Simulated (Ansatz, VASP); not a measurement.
## Sb: VASP beside Ansatz

```
Sb
1.0
     3.16000    0.00000    0.00000
     0.00000    3.16000    0.00000
     0.00000    0.00000    3.16000
Sb
1
Direct
  0.00000 0.00000 0.00000
```

Alike in both runs: functional r2SCAN; k mesh 8 × 8 × 8; occupations fermi-dirac, width 0.05 eV; no spin polarisation.

|  | VASP | Ansatz |
| --- | --- | --- |
| version | VASP 6.6.1 | Ansatz 0.2.0 |
| potentials or method | VASP PAW PBE potentials, release 64 (Sb) | Ansatz PAW |
| plane-wave cutoff (eV) | 520 | 500 |
| valence electrons in the cell | 5 | 15 |
| task | single point | band structure |

|  | VASP | Ansatz | Ansatz less VASP |
| --- | --- | --- | --- |
| gap on the k mesh at the Fermi level (eV) | none | none | - |
| pressure (GPa) | -3.3 | -3.3 | +0.01 |

VASP's potentials were made for PBE, not for r2SCAN. A gap of «none» marks a metal or a gap that the smearing closes. With one functional, cell and mesh, what is left measures potentials, basis and numerics. VASP's potentials hold 5 valence electrons a cell and Ansatz's 15, so a difference there can come from the potentials and not from the codes.

Spin-orbit coupling is off throughout.
